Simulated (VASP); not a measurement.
# BaZrO3 (Pm-3m) in VASP: further runs

The runs below take BaZrO3 through relaxation of cell and atoms, with PBEsol.

Everything below comes from runs of VASP 6.6.1. Logs are shortened: lines on timing, memory, paths and dates and some standing lists are left out, and cuts for length are marked.

### Step 1. The cell of the first run

Symmetry: Pm-3m, No. 221, cubic system. The conventional cell has a = 4.140 Å, b = 4.140 Å, c = 4.140 Å, α = 90.00°, β = 90.00°, γ = 90.00°. Within 3.9 Å of Ba (site symmetry m-3m) lie 12 O at 2.93 Å and 8 Zr at 3.59 Å. Within 2.7 Å of Zr (site symmetry m-3m) lie 6 O at 2.07 Å. Within 2.7 Å of O (site symmetry 4/mmm) lie 2 Zr at 2.07 Å.

### Step 2. Relaxation of cell and atoms, PBEsol, target pressure 5 GPa, at which the enthalpy is minimised

Contents of INCAR:

```
ALGO     = Normal         # electronic algorithm
EDIFF    = 1E-6           # SCF threshold, eV
EDIFFG   = -0.008         # ionic threshold
ENCUT    = 600            # plane-wave cutoff, eV
GGA      = PS             # functional
IBRION   = 2              # ionic algorithm
ISIF     = 3              # what is computed and relaxed
ISMEAR   = 0              # smearing method
LASPH    = T              # aspherical terms in the spheres
LCHARG   = F              # write CHGCAR
LREAL    = F              # projectors in reciprocal space
LWAVE    = F              # write WAVECAR
NELM     = 100            # most SCF steps
NSW      = 70             # ionic steps
PREC     = Accurate       # precision mode
PSTRESS  = 50.0         
SIGMA    = 0.02           # smearing width, eV
```

Contents of KPOINTS:

```
k-points
0
Gamma
  6 6 6
```

Contents of POSCAR:

```
BaZrO3
1.0
    4.1400257333      0.0000000000      0.0000000000
    0.0000000000      4.1400257333      0.0000000000
    0.0000000000      0.0000000000      4.1400257333
Ba Zr O
1 1 3
Direct
    0.0000000000      0.0000000000      0.0000000000
    0.5000000000      0.5000000000      0.5000000000
    0.5000000000      0.0000000000      0.5000000000
    0.5000000000      0.5000000000      0.0000000000
    0.0000000000      0.5000000000      0.5000000000
```

Potentials or basis: VASP PAW PBE potentials, release 64 (Ba_sv, Zr_sv, O).

Command:

```
> cat potpaw_PBE.64/Ba_sv/POTCAR potpaw_PBE.64/Zr_sv/POTCAR potpaw_PBE.64/O/POTCAR > POTCAR
> mpirun -np 1 vasp_std > vasp.out
```

OUTCAR:

```text
EDIFF = 1E-6
   EDIFFG = -0.008
   ENCUT = 600
   GGA = PS
   IBRION = 2
   ISIF = 3
   ISMEAR = 0
   LASPH = T
   LREAL = F
   NELM = 100
   NSW = 70
   PREC = Accurate
   PSTRESS = 50.0

 ion  position               nearest neighbor table
   1  0.000  0.000  0.000-   3 2.93   4 2.93   5 2.93   3 2.93   5 2.93   4 2.93   5 2.93   5 2.93
                             3 2.93   4 2.93   3 2.93   4 2.93   2 3.59   2 3.59   2 3.59   2 3.59
   2  0.500  0.500  0.500-   3 2.07   4 2.07   5 2.07   4 2.07   3 2.07   5 2.07   1 3.59   1 3.59
                             1 3.59   1 3.59   1 3.59   1 3.59   1 3.59   1 3.59
   3  0.500  0.000  0.500-   2 2.07   2 2.07   1 2.93   1 2.93   1 2.93   1 2.93
   4  0.500  0.500  0.000-   2 2.07   2 2.07   1 2.93   1 2.93   1 2.93   1 2.93
   5  0.000  0.500  0.500-   2 2.07   2 2.07   1 2.93   1 2.93   1 2.93   1 2.93

  LATTYP: Found a simple cubic cell.
 ALAT       =     4.1400257333

  Lattice vectors:

 A1 = (   4.1400257333,   0.0000000000,   0.0000000000)
 A2 = (   0.0000000000,   4.1400257333,   0.0000000000)
 A3 = (   0.0000000000,   0.0000000000,   4.1400257333)

Analysis of symmetry for initial positions (statically):
=====================================================================
 Subroutine PRICEL returns:
 Original cell was already a primitive cell.

 Routine SETGRP: Setting up the symmetry group for a
 simple cubic supercell.

 Subroutine GETGRP returns: Found 48 space group operations
 (whereof 48 operations were pure point group operations)
 out of a pool of 48 trial point group operations.

The static configuration has the point symmetry O_h .

Analysis of symmetry for dynamics (positions and initial velocities):
=====================================================================
 Subroutine PRICEL returns:
 Original cell was already a primitive cell.

 Routine SETGRP: Setting up the symmetry group for a
 simple cubic supercell.

 Subroutine GETGRP returns: Found 48 space group operations
 (whereof 48 operations were pure point group operations)
 out of a pool of 48 trial point group operations.

The dynamic configuration has the point symmetry O_h .

 Subroutine INISYM returns: Found 48 space group operations
 (whereof 48 operations are pure point group operations),
 and found     1 'primitive' translations

----------------------------------------------------------------------------------------

                                     Primitive cell

  volume of cell :      70.9593

  direct lattice vectors                    reciprocal lattice vectors
     4.140025733  0.000000000  0.000000000     0.241544392  0.000000000  0.000000000
     0.000000000  4.140025733  0.000000000     0.000000000  0.241544392  0.000000000
     0.000000000  0.000000000  4.140025733     0.000000000  0.000000000  0.241544392

  length of vectors
     4.140025733  4.140025733  4.140025733     0.241544392  0.241544392  0.241544392

  position of ions in fractional coordinates (direct lattice)
     0.000000000  0.000000000  0.000000000
     0.500000000  0.500000000  0.500000000
     0.500000000  0.000000000  0.500000000
     0.500000000  0.500000000  0.000000000
     0.000000000  0.500000000  0.500000000

  ion indices of the primitive-cell ions
   primitive index   ion index
                 1           1
                 2           2
                 3           3
                 4           4
                 5           5

----------------------------------------------------------------------------------------

 KPOINTS: k-points

Automatic generation of k-mesh.
 Grid dimensions read from file:
 generate k-points for:    6    6    6

 Generating k-lattice:

  Cartesian coordinates                     Fractional coordinates (reciprocal lattice)
     0.040257399  0.000000000  0.000000000     0.166666667  0.000000000  0.000000000
     0.000000000  0.040257399  0.000000000     0.000000000  0.166666667  0.000000000
     0.000000000  0.000000000  0.040257399     0.000000000  0.000000000  0.166666667

  Length of vectors
     0.040257399  0.040257399  0.040257399

  Shift w.r.t. Gamma in fractional coordinates (k-lattice)
     0.000000000  0.000000000  0.000000000

 Subroutine IBZKPT returns following result:
 ===========================================

 Found     20 irreducible k-points:

 Following reciprocal coordinates:
            Coordinates               Weight
  0.000000  0.000000  0.000000      1.000000
  0.166667  0.000000  0.000000      6.000000
  0.333333  0.000000  0.000000      6.000000
  0.500000  0.000000  0.000000      3.000000
  0.166667  0.166667  0.000000     12.000000
  0.333333  0.166667  0.000000     24.000000
[... 12 lines left out ...]
  0.500000  0.500000  0.333333      6.000000
  0.500000  0.500000  0.500000      1.000000
   k-points           NKPTS =     20   k-points in BZ     NKDIM =     20   number of bands    NBANDS=     24
   number of dos      NEDOS =    301   number of ions     NIONS =      5
[... 21 lines left out ...]
   NFREE  =      1    steps in history (QN), initial steepest desc. (CG)
   ISIF   =      3    stress and relaxation
   ISYM   =      2    0-nonsym 1-usesym 2-fastsym
   POTIM  = 0.5000    time-step for ionic-motion
   TEBEG  =    0.0;   TEEND  =   0.0 temperature during run
   PSTRESS=   50.0 pullay stress
   NELECT =      40.0000    total number of electrons
   NUPDOWN=      -1.0000    fix difference up-down
   EMIN   =  10.00;   EMAX   =-10.00  energy-range for DOS
   EFERMI =   0.00;   METHOD = LEGACY
   ISMEAR =     0;   SIGMA  =   0.02  broadening in eV -4-tet -1-fermi 0-gaus
   EFERMI_NEDOS =   21; number of points for ismear=-14 and -15
   IALGO  =     38    algorithm
   IMIX   =      4    mixing-type and parameters
     AMIX     =   0.40;   BMIX     =  1.00
     AMIX_MAG =   1.60;   BMIX_MAG =  1.00
  volume/ion in A,a.u.               =      14.19        95.77
  Fermi-wavevector in a.u.,A,eV,Ry     =   1.352358  2.555587 24.883329  1.828873
  Thomas-Fermi vector in A             =   2.479704
   LORBIT       =      0    0 simple, 1 ext, 2 COOP (PROOUT), +10 PAW based schemes
   GGA     = PS    functional components
   LHFCALC =     F    Hartree Fock is set to
   AEXX    =    0.0000 exact exchange contribution
   IVDW    =     0    specifies the selected vdW correction
   LEPSILON=     F    determine dielectric tensor
   LRPA    =     F    only Hartree local field effects (RPA)
 conjugate gradient relaxation of ions
 non-spin polarized calculation
 Gauss-broadening in eV      SIGMA  =   0.02
  energy-cutoff  :      600.00
  volume of cell :       70.96
 maximum number of plane-waves:      2401
 NGX is ok and might be reduce to    36
   NGX = 17   NGY = 17   NGZ = 17

--------------------------------------- Ionic step        1  -------------------------------------------

 number of electron      39.9999988 magnetization

 Free energy of the ion-electron system (eV)
  ---------------------------------------------------
  ext. energy  EPLUGINS =         0.00000000
  ---------------------------------------------------
  free energy    TOTEN  =       -43.57604933 eV

  energy without entropy =      -43.57604933  energy(sigma->0) =      -43.57604933

------------------------ aborting loop because EDIFF is reached ----------------------------------------

  FORCE on cell =-STRESS in cart. coord.  units (eV):
  Direction    XX          YY          ZZ          XY          YZ          ZX
  --------------------------------------------------------------------------------------
  -------------------------------------------------------------------------------------
  Total        2.7765602      2.7765602      2.7765602      0.0000000     -0.0000000      0.0000000
  in kB       62.6914838     62.6914838     62.6914838      0.0000000     -0.0000000      0.0000000
  external PRESSURE =      12.6914838 kB  Pullay stress =      50.0000000 kB

 VOLUME and BASIS-vectors are now :
 -----------------------------------------------------------------------------
  energy-cutoff  :      600.00
  volume of cell :       70.96
      direct lattice vectors                 reciprocal lattice vectors
     4.140025733  0.000000000  0.000000000     0.241544392  0.000000000  0.000000000
     0.000000000  4.140025733  0.000000000     0.000000000  0.241544392  0.000000000
     0.000000000  0.000000000  4.140025733     0.000000000  0.000000000  0.241544392
[... 52 lines left out ...]
  FREE ENERGIE OF THE ION-ELECTRON SYSTEM (eV)
  ---------------------------------------------------
  free  energy   TOTEN  =       -43.6105988342 eV

  energy  without entropy=      -43.6105988342  energy(sigma->0) =      -43.61059883

  enthalpy is  TOTEN    =       -41.3599096823 eV   P V=        2.2506891519

--------------------------------------- Ionic step        3  -------------------------------------------

 number of electron      39.9999991 magnetization

 Free energy of the ion-electron system (eV)
  ---------------------------------------------------
  ext. energy  EPLUGINS =         0.00000000
  ---------------------------------------------------
  free energy    TOTEN  =       -43.59320495 eV

  energy without entropy =      -43.59320495  energy(sigma->0) =      -43.59320495

 E-fermi :   3.9470     XC(G=0): -11.1747

 val. band max:        3.8514271936   @ k =   0.5000   0.5000   0.5000
 cond. band min:       7.0190094554   @ k =   0.0000   0.0000   0.0000
 fundamental gap:      3.1675822618
 Fermi energy:         3.9469798449

 k-point     1 :       0.0000    0.0000    0.0000
  band No.  band energies     occupation
      1     -42.8375      2.00000
      2     -21.3004      2.00000
      3     -21.0920      2.00000
      4     -21.0920      2.00000
      5     -21.0920      2.00000
      6     -12.4876      2.00000
[... 16 lines left out ...]
     23       7.0190      0.00000
     24       8.4284      0.00000
[... 533 lines left out ...]
 POSITION                                       TOTAL-FORCE (eV/Angst)
 -----------------------------------------------------------------------------------
      0.00000      0.00000      0.00000        -0.000000      0.000000      0.000000
      2.07475      2.07475      2.07475         0.000000     -0.000000      0.000000
      2.07475     -0.00000      2.07475        -0.000000     -0.000000      0.000000
      2.07475      2.07475      0.00000        -0.000000      0.000000      0.000000
      0.00000      2.07475      2.07475         0.000000     -0.000000      0.000000
 -----------------------------------------------------------------------------------
    total drift:                                0.000000      0.000000      0.000000

  FREE ENERGIE OF THE ION-ELECTRON SYSTEM (eV)
  ---------------------------------------------------
  free  energy   TOTEN  =       -43.5932049478 eV

  energy  without entropy=      -43.5932049478  energy(sigma->0) =      -43.59320495

  enthalpy is  TOTEN    =       -41.3635096245 eV   P V=        2.2296953234

 reached required accuracy - stopping structural energy minimisation
```

Run time: 3 min. Hardware: 1 thread of Intel Xeon 8259CL, shared host; peak memory 0.24 GiB.

What came out:

```yaml
Free_energy: -43.5932 eV
Relaxed_volume: 14.29 Å³/atom
Relaxed_cell: a = 4.149 Å, b = 4.149 Å, c = 4.149 Å, α = 90.00°, β = 90.00°, γ = 90.00°
Space_group_after_relaxing_to_0.1_Å: Pm-3m (No. 221)
Energy_change_on_relaxing_the_run_minimises_the_enthalpy: -3.4 meV/atom
Ionic_steps: 3
Pressure_after_relaxing: 5.0 GPa
Band_gap_on_the_k_mesh: 3.17 eV (least direct gap 3.35 eV)
```

The path:
| step | energy change (eV) | largest force (eV/Å) | pressure (GPa) | volume (Å³) |
| --- | --- | --- | --- | --- |
| 1 | 0.0000 | 0.0000 | 6.27 | 70.96 |
| 2 | -0.0345 | 0.0000 | 3.30 | 72.12 |
| 3 | -0.0172 | 0.0000 | 5.00 | 71.45 |

Final structure:
```cif
data_structure
_symmetry_space_group_name_H-M 'P 1'
_symmetry_Int_Tables_number 1
_cell_length_a 4.1495
_cell_length_b 4.1495
_cell_length_c 4.1495
_cell_angle_alpha 90.000
_cell_angle_beta 90.000
_cell_angle_gamma 90.000
_cell_volume 71.45
loop_
_atom_site_label
_atom_site_type_symbol
_atom_site_fract_x
_atom_site_fract_y
_atom_site_fract_z
_atom_site_occupancy
Ba1 Ba 0.00000 0.00000 0.00000 1
Zr1 Zr 0.50000 0.50000 0.50000 1
O1 O 0.50000 0.00000 0.50000 1
O2 O 0.50000 0.50000 0.00000 1
O3 O 0.00000 0.50000 0.50000 1
```

Caveat: the cell is relaxed towards a set pressure, so the run minimises the enthalpy, not the energy; the PAW data sets were made with another functional, which shifts forces and pressure a little; spin-orbit coupling is left out, which moves the levels of the heavy elements. A k mesh can miss the band edges.

### Step 3. Relaxation of cell and atoms, PBEsol, target pressure 2 GPa, at which the enthalpy is minimised

This run uses another cell than the first one, of 14.33 Å³/atom.

Contents of INCAR:

```
SYSTEM = BaZrO3
PREC     = Accurate       ! precision mode
ENCUT    = 600            ! plane-wave cutoff, eV
EDIFF    = 1E-7           ! SCF threshold, eV
ISMEAR   = 0              ! smearing method
SIGMA    = 0.02           ! smearing width, eV
LREAL    = .FALSE.        ! projectors in reciprocal space
LASPH    = .TRUE.         ! aspherical terms in the spheres
NELM     = 100            ! most SCF steps
ALGO     = Normal         ! electronic algorithm
ISIF     = 3              ! what is computed and relaxed
LWAVE    = .FALSE.        ! write WAVECAR
LCHARG   = .FALSE.        ! write CHGCAR
GGA      = PS             ! functional
IBRION   = 2              ! ionic algorithm
NSW      = 70             ! ionic steps
EDIFFG   = -0.008         ! ionic threshold
PSTRESS  = 20.0
```

Contents of KPOINTS:

```
regular mesh
0
G
  6 6 6
  0 0 0
```

POSCAR: that of step 2 with these lines changed.

```diff
@@ -2,5 +2,5 @@
 1.0
-    4.1400257333      0.0000000000      0.0000000000
-    0.0000000000      4.1400257333      0.0000000000
-    0.0000000000      0.0000000000      4.1400257333
+    4.1538930833      0.0000000000      0.0000000000
+    0.0000000000      4.1538930833      0.0000000000
+    0.0000000000      0.0000000000      4.1538930833
 Ba Zr O
```

Potentials or basis: VASP PAW PBE potentials, release 64 (Ba_sv, Zr_sv, O).

Command:

```
> cat potpaw_PBE.64/Ba_sv/POTCAR potpaw_PBE.64/Zr_sv/POTCAR potpaw_PBE.64/O/POTCAR > POTCAR
> mpirun -np 1 vasp_std > vasp.out
```

Run time: 3.4 min. Hardware: 1 thread of Intel Xeon 8259CL, shared host; peak memory 0.25 GiB.

The run converged. Its results:

| Quantity | Value |
| --- | --- |
| Free energy | -43.6209 eV |
| Relaxed volume | 14.53 Å³/atom |
| Relaxed cell | a = 4.173 Å, b = 4.173 Å, c = 4.173 Å, α = 90.00°, β = 90.00°, γ = 90.00° |
| Space group after relaxing (to 0.1 Å) | Pm-3m (No. 221) |
| Energy change on relaxing (the run minimises the enthalpy) | -3.9 meV/atom |
| Ionic steps | 3 |
| Pressure after relaxing | 2.0 GPa |
| Band gap on the k mesh | 3.13 eV (least direct gap 3.34 eV) |

Step by step:
| step | energy change (eV) | largest force (eV/Å) | pressure (GPa) | volume (Å³) |
| --- | --- | --- | --- | --- |
| 1 | 0.0000 | 0.0000 | 4.41 | 71.67 |
| 2 | -0.0239 | 0.0000 | -0.86 | 73.93 |
| 3 | -0.0196 | 0.0000 | 1.99 | 72.66 |

Final structure:
```
CELL_PARAMETERS angstrom
4.17291 0.00000 0.00000
0.00000 4.17291 0.00000
0.00000 0.00000 4.17291
ATOMIC_POSITIONS crystal
Ba 0.00000 0.00000 0.00000
Zr 0.50000 0.50000 0.50000
O 0.50000 0.00000 0.50000
O 0.50000 0.50000 0.00000
O 0.00000 0.50000 0.50000
```

Levels at points of the mesh, in eV from the valence-band top:
```csv
k point,band 16,band 17,band 18,band 19,band 20,band 21,band 22,band 23,band 24
"(0.00, 0.00, 0.00)",-1.02,-1.02,-0.21,-0.21,-0.21,3.13,3.13,3.13,4.56
"(0.50, 0.00, 0.00)",-1.78,-1.78,-1.76,-0.43,-0.43,3.60,5.77,5.77,6.41
"(0.50, 0.50, 0.00)",-2.49,-0.94,-0.94,-0.76,-0.08,5.74,5.74,6.50,6.53
"(0.50, 0.50, 0.50)",-2.57,-2.57,0.00,0.00,0.00,5.95,5.95,5.95,7.11
```

Caveat: the cell is relaxed towards a set pressure, so the run minimises the enthalpy, not the energy; the PAW data sets were made with another functional, which shifts forces and pressure a little; spin-orbit coupling is left out, which moves the levels of the heavy elements. A k mesh can miss the band edges.

### Step 4. Relaxation of cell and atoms, PBEsol, target pressure -2 GPa, at which the enthalpy is minimised

This run uses another cell than the first one, of 14.90 Å³/atom.

Contents of INCAR:

```
SYSTEM = BaZrO3
ALGO = Normal
EDIFF = 1E-7
EDIFFG = -0.008
ENCUT = 600
GGA = PS
IBRION = 2
ISIF = 3
ISMEAR = 0
LASPH = .True.
LCHARG = .False.
LREAL = .False.
LWAVE = .False.
NELM = 80
NSW = 70
PREC = Accurate
PSTRESS = -20.0
SIGMA = 0.02
```

Contents of KPOINTS:

```
k-points
0
Gamma
  6 6 6
  0 0 0
```

POSCAR: that of step 3 with these lines changed.

```diff
@@ -2,5 +2,5 @@
 1.0
-    4.1538930833      0.0000000000      0.0000000000
-    0.0000000000      4.1538930833      0.0000000000
-    0.0000000000      0.0000000000      4.1538930833
+    4.2074909570      0.0000000000      0.0000000000
+    0.0000000000      4.2074909570      0.0000000000
+    0.0000000000      0.0000000000      4.2074909570
 Ba Zr O
```

Command:

```
> cat potpaw_PBE.64/Ba_sv/POTCAR potpaw_PBE.64/Zr_sv/POTCAR potpaw_PBE.64/O/POTCAR > POTCAR
> mpirun -np 1 vasp_std > vasp.out
```

Run time: 85 s. Hardware: 1 thread of Intel Xeon 8259CL, shared host; peak memory 0.23 GiB.

Results (log left out):

```
Free energy             : -43.6251 eV
Pressure after relaxing : -2.0 GPa
Band gap on the k mesh  : 3.08 eV (least direct gap 3.32 eV)
```

Final structure:
```
Ba Zr O
1.0
     4.20749    0.00000    0.00000
     0.00000    4.20749    0.00000
     0.00000    0.00000    4.20749
Ba Zr O
1 1 3
Direct
  0.00000 0.00000 0.00000
  0.50000 0.50000 0.50000
  0.50000 0.00000 0.50000
  0.50000 0.50000 0.00000
  0.00000 0.50000 0.50000
```

Levels at points of the mesh, in eV from the valence-band top:
```csv
k point,band 17,band 18,band 19,band 20,band 21,band 22,band 23,band 24
"(0.00, 0.00, 0.00)",-0.98,-0.23,-0.23,-0.23,3.08,3.08,3.08,4.53
"(0.50, 0.00, 0.00)",-1.74,-1.69,-0.47,-0.47,3.53,5.61,5.61,6.32
"(0.50, 0.50, 0.00)",-0.94,-0.94,-0.82,-0.08,5.58,5.58,6.36,6.38
"(0.50, 0.50, 0.50)",-2.56,0.00,0.00,0.00,5.86,5.86,5.86,6.90
```

Caveat: the relaxation stopped at its first step, so nothing moved; the cell is relaxed towards a set pressure, so the run minimises the enthalpy, not the energy; the PAW data sets were made with another functional, which shifts forces and pressure a little; spin-orbit coupling is left out, which moves the levels of the heavy elements.

### Step 5. Overview

```tsv
cell	gap on the mesh (eV)	pressure (GPa)
relaxed to 5 GPa from a = 4.140 Å, 5 atoms	3.17	5.0
relaxed to 2 GPa from a = 4.154 Å, 5 atoms	3.13	2.0
relaxed to -2 GPa from a = 4.207 Å, 5 atoms	3.08	-2.0
```

Alike in all rows: task relaxation of cell and atoms; level PBEsol; potentials or basis VASP PAW PBE potentials, release 64 (Ba_sv, Zr_sv, O); no spin polarisation; k mesh 6 × 6 × 6; cutoff (eV) 600; smearing gaussian 0.02 eV.

Caveats: the cell is relaxed towards a set pressure, so the run minimises the enthalpy, not the energy; the PAW data sets were made with another functional, which shifts forces and pressure a little; spin-orbit coupling is left out, which moves the levels of the heavy elements; the relaxation stopped at its first step, so nothing moved (at least some runs).

Absolute energies hang on the potentials; compare differences alone.
